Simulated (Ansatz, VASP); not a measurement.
## One calculation of NaI, two programs

```
CELL_PARAMETERS angstrom
0.00000 3.23640 3.23640
3.23640 0.00000 3.23640
3.23640 3.23640 0.00000
ATOMIC_POSITIONS crystal
Na 0.00000 0.00000 0.00000
I 0.52897 0.47103 0.52897
```

Change from the starting cell: all I atoms moved +0.188 Å, as atom 2 along Cartesian [0 1 0].

Alike in both runs: task single point; functional PBE; k mesh 6 × 6 × 6; occupations gaussian, width 0.05 eV; no spin polarisation.

```csv
,VASP,Ansatz
version,VASP 6.6.1,Ansatz 0.2.0
potentials or method,"VASP PAW PBE potentials, release 64 (Na_pv, I), cutoff 520 eV","scalar-relativistic, plane waves, PAW"
valence electrons in the cell,14,26
```

|  | VASP | Ansatz | Ansatz less VASP |
| --- | --- | --- | --- |
| gap on the k mesh at the Fermi level (eV) | 3.65 | 3.65 | +0.004 |
| least direct gap on the mesh (eV) | 3.65 | 3.65 | +0.004 |
| pressure (GPa) | 0.6 | 0.6 | -0.02 |
| traceless stress, the component that is largest in VASP (GPa) | 0.45 | 0.45 | -0.003 |
| rms of the force components (eV/Å) | 0.110 | 0.109 | -0.0009 |

Atom by atom the forces differ by 0.001 eV/Å (rms over components). VASP's potentials hold 14 valence electrons a cell and Ansatz's 26, so a difference there can come from the potentials and not from the codes.

Spin-orbit coupling is off throughout.
